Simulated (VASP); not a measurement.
Set up this calculation in VASP 6.6.1, as the native input.

* Task: relaxation of cell and atoms
* Functional: PBE
* Potentials or basis: VASP PAW PBE potentials, release 64 (Na_pv, Al, O)
* Cutoff: 600 eV
* k mesh: 3 × 3 × 3
* Occupations: gaussian, width 0.2 eV
* Spin: no spin polarisation
* Dipole correction: no
* Further INCAR settings: ALGO = Normal; EDIFF = 1e-06; IBRION = 2; EDIFFG = -0.08; NSW = 36; ISIF = 3

The structure of Na4AlO lies in POSCAR:

```
Na4AlO
1.0
    6.1000000000      0.0000000000      0.0000000000
    0.0000000000      6.1000000000      0.0000000000
    0.0000000000      0.0000000000      6.5000000000
Na Al O
8 2 2
Direct
    0.5000000000      0.5000000000      0.3200000000
    0.5000000000      0.5000000000      0.6800000000
    0.0000000000      0.0000000000      0.6800000000
    0.0000000000      0.0000000000      0.3200000000
    0.7800000000      0.2800000000      0.0000000000
    0.2200000000      0.7200000000      0.0000000000
    0.2800000000      0.2200000000      0.0000000000
    0.7200000000      0.7800000000      0.0000000000
    0.0000000000      0.5000000000      0.5000000000
    0.5000000000      0.0000000000      0.5000000000
    0.5000000000      0.5000000000      0.0000000000
    0.0000000000      0.0000000000      0.0000000000
```

These files were run (other wordings do the same):

INCAR

```
SYSTEM = Na4AlO
PREC = Accurate
ENCUT = 600
EDIFF = 1E-6
ISMEAR = 0
SIGMA = 0.2
LREAL = .FALSE.
LASPH = .TRUE.
NELM = 80
ALGO = Normal
ISIF = 3
LWAVE = .FALSE.
LCHARG = .FALSE.
GGA = PE
IBRION = 2
NSW = 36
EDIFFG = -0.08
```

KPOINTS

```
Automatic mesh
0
G
  3 3 3
  0 0 0
```

Potentials or basis: VASP PAW PBE potentials, release 64 (Na_pv, Al, O).

Launch:

```console
$ cat potpaw_PBE.64/Na_pv/POTCAR potpaw_PBE.64/Al/POTCAR potpaw_PBE.64/O/POTCAR > POTCAR
$ mpirun -np 1 vasp_std > vasp.out
```

Results of the run:

```json
{
  "Relaxed volume": "24.53 Å³/atom",
  "Relaxed cell": "a = 6.247 Å, b = 6.247 Å, c = 7.543 Å, α = 90.00°, β = 90.00°, γ = 90.00°",
  "Space group after relaxing (to 0.1 Å)": "P4/mbm (No. 127)",
  "Energy gained by relaxing": "101.4 meV/atom",
  "Ionic steps": "6",
  "Pressure after relaxing": "0.1 GPa",
  "Largest force after relaxing": "0.065 eV/Å",
  "Band gap on the k mesh": "0.14 eV (least direct gap 0.18 eV)"
}
```

Caveat: the volume moved by over 15 % at a fixed basis, so the end points are rough; the relaxation stopped at a loose force limit of 0.08 eV/Å, so its end isn't a converged minimum.

Run time: 4.2 min on 1 thread of Intel(R) Xeon(R) Platinum 8488C (Sapphire Rapids), on a shared host, peak memory 0.41 GiB.
